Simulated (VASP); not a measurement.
Here is a VASP 6.6.1 calculation.

INCAR

```
PREC = Accurate ; ENCUT = 520
EDIFF = 1E-8 ; ISMEAR = -1
SIGMA = 0.05 ; LREAL = F
LASPH = T ; NELM = 60
ALGO = Normal ; ISIF = 2
LWAVE = F ; LCHARG = F
GGA = PE ; LEFG = T
NBANDS = 15
```

KPOINTS

```
regular mesh
0
Gamma
  15 15 9
```

File POSCAR:

```
Os
1.0
    2.7138220692      0.0000000000      0.0000000000
   -1.3569110346      2.3502388533      0.0000000000
    0.0000000000      0.0000000000      4.3844955000
Os
2
Direct
    0.3333333333      0.6666666667      0.2500000000
    0.6666666667      0.3333333333      0.7500000000
```

Potentials or basis: VASP PAW PBE potentials, release 64 (Os).

Launch:

```console
$ cat potpaw_PBE.64/Os/POTCAR > POTCAR
$ mpirun -np 1 vasp_std > vasp.out
```

(1) Estimate the pressure.

(2) Estimate the band gap on the k mesh.

## Answers

(1) 8.5 GPa.

(2) zero (bands 8 and 9 overlap by 3.98 eV).

Caveat: the cell stands under pressure; without QUAD_EFG the Cq values of the log hold for a quadrupole moment of 1 mb, not for the nuclei; spin-orbit coupling is left out, which moves the levels of the heavy elements.
